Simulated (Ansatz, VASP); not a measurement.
## Two plane-wave programs on Ir

File INCAR:

```
SYSTEM = Ir
  PREC = Accurate
  ENCUT = 520
  EDIFF = 1E-7
  ISMEAR = 0
  SIGMA = 0.15
  LREAL = .False.
  LASPH = .True.
  NELM = 80
  ALGO = Fast
  ISIF = 2
  LWAVE = .False.
  LCHARG = .False.
  GGA = PS
  NBANDS = 16
```

Contents of KPOINTS:

```
regular mesh
0
Gamma
  18 18 12
  0 0 0
```

Contents of POSCAR:

```
Ir
1.0
    2.7513778946      0.0000000000      0.0000000000
   -1.3756889473      2.3827631521      0.0000000000
    0.0000000000      0.0000000000      4.4622900000
Ir
2
Direct
    0.5722384816      0.1444769631      0.7500000000
    0.3333333333      0.6666666667      0.2500000000
```

Input for Ansatz:

```yaml
crystal:
  lattice:
    - [2.7513778946, 0.0, 0.0]
    - [-1.3756889473, 2.3827631521, 0.0]
    - [0.0, 0.0, 4.46229]
  atoms:
    - { symbol: Ir, position: [0.5722384816, 0.1444769631, 0.75] }
    - { symbol: Ir, position: [0.3333333333, 0.6666666667, 0.25] }
basis:
  ecutwfc: 420
kpoints:
  mp_grid: { grid: [18, 18, 12] }
hamiltonian:
  xc: pbesol
scf:
  occupations: { method: gaussian, width: 0.15 }
output:
  forces: true
  stress: true
  eigenvalues: true
```

Alike in both runs: task single point; functional PBEsol; k mesh 18 × 18 × 12; occupations gaussian, width 0.15 eV; no spin polarisation.

|  | VASP | Ansatz |
| --- | --- | --- |
| version | VASP 6.6.1 | Ansatz 0.2.0 |
| potentials or method | VASP PAW PBE potentials, release 64 (Ir), cutoff 520 eV | scalar-relativistic, plane waves, PAW |
| valence electrons in the cell | 18 | 34 |

Ansatz gave:

```
gap on the k mesh at the Fermi level (eV)                     : none
pressure (GPa)                                                : -3.5
traceless stress, the component that is largest in VASP (GPa) : 11.73
rms of the force components (eV/Å)                            : 0.991
```

Problem. Which values does VASP return?

Solution. gap on the k mesh at the Fermi level (eV): none; pressure (GPa): -2.7; traceless stress, the component that is largest in VASP (GPa): 11.99; rms of the force components (eV/Å): 1.000.

VASP's potentials were made for PBE, not for PBEsol. Atom by atom the forces differ by 0.009 eV/Å (rms over components). A gap of «none» marks a metal or a gap that the smearing closes. VASP's potentials hold 18 valence electrons a cell and Ansatz's 34, so a difference there can come from the potentials and not from the codes.

Spin-orbit coupling is off throughout.
